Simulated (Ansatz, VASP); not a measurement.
## One calculation of ZnO, two programs

```
Zn O
1.0
     3.18715    0.00000    0.00000
    -1.59357    2.76015    0.00000
     0.00000    0.00000    5.15241
Zn O
2 2
Direct
  0.33333 0.66667 0.50028
  0.66667 0.33333 0.00028
  0.66667 0.33333 0.37873
  0.33333 0.66667 0.87873
```

Alike in both runs: functional LDA; k mesh 12 × 12 × 6; occupations fermi-dirac, width 0.08 eV; no spin polarisation.

Ansatz relaxed the structure, and its values are those at the end. VASP's run is a single point on that final structure, the one shown.

|  | VASP | Ansatz |
| --- | --- | --- |
| version | VASP 6.6.1 | Ansatz 0.2.0 |
| potentials or method | VASP PAW LDA potentials, release 64 (Zn, O) | PAW with Ansatz's default frozen-core files, scalar-relativistic |
| plane-wave cutoff (eV) | 520 | 420 |
| valence electrons in the cell | 36 | 36 |

Ansatz gave:

| Property | Result |
| --- | --- |
| pressure (GPa) | 0.0 |

Problem. Which values does VASP return?

Solution. Pressure (GPa): 1.1.

LDA's correlation is that of Perdew and Zunger in VASP and of Perdew and Wang (1992) in Ansatz.
